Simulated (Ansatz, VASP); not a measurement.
## Two plane-wave programs on LiF

```xyz
2
Lattice="0.0000 1.9949 1.9949 1.9949 0.0000 1.9949 1.9949 1.9949 0.0000" Properties=species:S:1:pos:R:3 pbc="T T T"
Li    0.0000    0.0000    0.0000
F     1.9949    1.9949    1.9949
```

Alike in both runs: task single point; functional PBEsol; k mesh 8 × 8 × 8; occupations methfessel-paxton of order 1, width 0.5 eV; no spin polarisation.

```csv
,VASP,Ansatz
version,VASP 6.6.1,Ansatz 0.2.0
potentials or method,"VASP PAW PBE potentials, release 64 (Li_sv, F)",plane waves
plane-wave cutoff (eV),520,420
valence electrons in the cell,10,10
```

|  | VASP | Ansatz | Ansatz less VASP |
| --- | --- | --- | --- |
| gap on the k mesh at the Fermi level (eV) | 9.18 | 9.17 | -0.010 |

VASP's potentials were made for PBE, not for PBEsol. The functional is the same, so the differences come from potentials, cutoffs and numerics.

Noted on VASP's run: the cutoff is short for stress, so the pressure is rough.
